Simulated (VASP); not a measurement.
A run of VASP 6.6.1 is set up as follows.

Contents of INCAR:

```
SYSTEM = Ga4SbP3
PREC = Accurate
ENCUT = 520
EDIFF = 1E-6
ISMEAR = 0
SIGMA = 0.01
LREAL = .FALSE.
LASPH = .TRUE.
NELM = 100
ALGO = Normal
ISIF = 2
LWAVE = .FALSE.
LCHARG = .FALSE.
GGA = PE
NBANDS = 46
```

KPOINTS

```
regular mesh
0
G
  6 6 2
  0 0 0
```

Contents of POSCAR:

```
Ga4SbP3
1.0
    4.0578873949      0.0000000000      0.0000000000
    0.0000000000      4.0578873949      0.0000000000
    0.0000000000      0.0000000000     11.4680793226
P Ga Sb
3 4 1
Direct
    0.0000000000      0.0000000000      0.2360203192
    0.5000000000      0.5000000000      0.0000000000
    0.0000000000      0.0000000000      0.7639796808
    0.0000000000      0.5000000000      0.1178257239
    0.5000000000      0.0000000000      0.8821742761
    0.0000000000      0.5000000000      0.6461190884
    0.5000000000      0.0000000000      0.3538809116
    0.5000000000      0.5000000000      0.5000000000
```

Potentials or basis: VASP PAW PBE potentials, release 64 (P, Ga_d, Sb).

Launch:

```bash
$ cat potpaw_PBE.64/P/POTCAR potpaw_PBE.64/Ga_d/POTCAR potpaw_PBE.64/Sb/POTCAR > POTCAR
$ mpirun -np 1 vasp_std > vasp.out
```

(1) Estimate the pressure.

(2) Predict the band gap on the k mesh.

Answers

(1) -1.8 GPa.

(2) 0.32 eV.

Caveat: spin-orbit coupling is left out, which moves the levels of the heavy elements.
